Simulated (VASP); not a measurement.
Write the native input for VASP 6.6.1 that does the following.

* Task: relaxation of the atoms
* Functional: PBE
* Potentials or basis: VASP PAW PBE potentials, release 64 (Al, Pt)
* Cutoff: 520 eV
* k mesh: 6 × 6 × 1
* Occupations: gaussian, width 0.1 eV
* Spin: no spin polarisation
* Dipole correction: yes
* Atoms held fixed (from 0): [0, 1, 2, 3, 4, 5, 6, 7, 8, 9, 10, 11]
* Further INCAR settings: ALGO = Normal; EDIFF = 1e-06; IBRION = 2; EDIFFG = -0.025; NSW = 36
* Atoms held along some axes (from 0): atom 12 along a and b

The structure of Al12Pt lies in POSCAR:

```
Al12Pt
1.0
    5.7135165837      0.0000000000      0.0000000000
   -2.8567582918      4.9480505064      0.0000000000
    0.0000000000      0.0000000000     20.1013782055
Al Pt
12 1
Selective dynamics
Direct
    0.3333333333      0.1666666667      0.1989913308  F F F
    0.3333333333      0.6666666667      0.1989913308  F F F
    0.8333333333      0.1666666667      0.1989913308  F F F
    0.8333333333      0.6666666667      0.1989913308  F F F
    0.1666666667      0.3333333333      0.3134471548  F F F
    0.1666666667      0.8333333333      0.3134471548  F F F
    0.6666666667      0.3333333333      0.3134471548  F F F
    0.6666666667      0.8333333333      0.3134471548  F F F
    0.0000000000      0.0000000000      0.4278999240  F F F
    0.0000000000      0.5000000000      0.4278999240  F F F
    0.5000000000      0.0000000000      0.4278999240  F F F
    0.5000000000      0.5000000000      0.4278999240  F F F
    0.1666666667      0.0833333333      0.5274436344  F F T
```

These files were run (other wordings do the same):

INCAR

```
PREC = Accurate ; ENCUT = 520
EDIFF = 1E-6 ; ISMEAR = 0
SIGMA = 0.1 ; LREAL = False
LASPH = True ; NELM = 100
ALGO = Normal ; ISIF = 2
LWAVE = False ; LCHARG = False
LDIPOL = True ; IDIPOL = 3
DIPOL = 0.5 0.5 0.330 ; GGA = PE
IBRION = 2 ; NSW = 36
EDIFFG = -0.025 ; KPAR = 4
```

KPOINTS

```
Automatic mesh
0
Gamma
  6 6 1
```

Potentials or basis: VASP PAW PBE potentials, release 64 (Al, Pt).

The run is started by

```console
$ cat potpaw_PBE.64/Al/POTCAR potpaw_PBE.64/Pt/POTCAR > POTCAR
$ mpirun -np 4 vasp_std > vasp.out
```

It gave:

```yaml
Energy_gained_by_relaxing: 0.2 meV/atom
Ionic_steps: 3
Band_gap_on_the_k_mesh: zero (bands 23 and 24 overlap by 0.82 eV)
```

Caveat: spin-orbit coupling is left out, which moves the levels of the heavy elements.

It took 3.6 min on 4 MPI ranks on AMD EPYC 7R13 Processor (Zen 3) (shared host), peak memory 0.74 GiB a rank.
